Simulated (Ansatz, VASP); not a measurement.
**Ti in VASP and in Ansatz**

```
CELL_PARAMETERS angstrom
5.23550 0.00000 0.00000
0.00000 5.23550 0.00000
0.00000 0.00000 5.23550
ATOMIC_POSITIONS crystal
Ti 0.00000 0.00000 0.00000
Ti 0.50000 0.50000 0.50000
Ti 0.25000 0.00000 0.50000
Ti 0.75000 0.00000 0.50000
Ti 0.50000 0.25000 0.00000
Ti 0.50000 0.75000 0.00000
Ti 0.00000 0.50000 0.25000
Ti 0.00000 0.50000 0.75000
```

Alike in both runs: functional revPBE; k mesh 5 × 5 × 5; occupations fermi-dirac, width 0.1 eV; no spin polarisation.

Ansatz relaxed the structure, and its values are those at the end. VASP's run is a single point on that final structure, the one shown.

|  | VASP | Ansatz |
| --- | --- | --- |
| version | VASP 6.6.1 | Ansatz 0.2.0 |
| potentials or method | VASP PAW PBE potentials, release 64 (Ti_sv), cutoff 520 eV | plane waves (420 eV) with PAW, scalar-relativistic |
| valence electrons in the cell | 96 | 96 |

Ansatz gave:

- pressure (GPa): 0.0

Task: What did VASP give for the same quantities?

Result: Pressure (GPa): -0.3.

VASP's potentials were made for PBE, not for revPBE. With one functional, cell and mesh, what is left measures potentials, basis and numerics.
